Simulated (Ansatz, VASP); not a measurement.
# One calculation of Al32Au, two programs

```
CELL_PARAMETERS angstrom
8.10000 0.00000 0.00000
0.00000 8.10000 0.00000
0.00000 0.00000 8.10000
ATOMIC_POSITIONS crystal
Al 0.49638 0.99664 0.94128
Al 0.74800 0.24821 0.99402
Al 0.79897 0.99651 0.24649
Al 0.99572 0.99616 0.98351
Al 0.24412 0.24783 0.99431
Al 0.49595 0.49591 0.98352
Al 0.74759 0.74436 0.99434
Al 0.19116 0.99662 0.24660
Al 0.49628 0.29911 0.24650
Al 0.75890 0.49586 0.24611
Al 0.49628 0.99652 0.54910
Al 0.74823 0.24844 0.49842
Al 0.75890 0.99613 0.74584
Al 0.99620 0.49644 0.99223
Al 0.24460 0.74480 0.99478
Al 0.99568 0.25911 0.24611
Al 0.23331 0.49590 0.24613
Al 0.49639 0.69129 0.24662
Al 0.99568 0.99613 0.50909
Al 0.24382 0.24823 0.49821
Al 0.49592 0.49587 0.50911
Al 0.74800 0.74404 0.49819
Al 0.23331 0.99614 0.74588
Al 0.49592 0.25913 0.74585
Al 0.74997 0.49637 0.74636
Al 0.99572 0.73353 0.24614
Al 0.99615 0.49637 0.50017
Al 0.24412 0.74433 0.49781
Al 0.99615 0.25019 0.74635
Al 0.24203 0.49643 0.74641
Al 0.49595 0.73354 0.74589
Al 0.99620 0.74225 0.74642
Au 0.49475 0.99486 0.24485
```

Alike in both runs: functional PBE; dispersion D3(BJ); k mesh 3 × 3 × 3; occupations gaussian, width 0.1 eV; no spin polarisation.

Ansatz relaxed the structure, and its values are those at the end. VASP's run is a single point on that final structure, the one shown.

```csv
,VASP,Ansatz
version,VASP 6.6.1,Ansatz 0.2.0
potentials or method,"VASP PAW PBE potentials, release 64 (Al, Au), cutoff 520 eV","scalar-relativistic, plane waves, PAW"
valence electrons in the cell,107,115
```

VASP gave:

* rms of the force components (eV/Å): 0.003

Which values does Ansatz return?

rms of the force components (eV/Å): 0.002.

VASP's potentials hold 107 valence electrons a cell and Ansatz's 115, so a difference there can come from the potentials and not from the codes.

Neither program's run includes spin-orbit coupling.
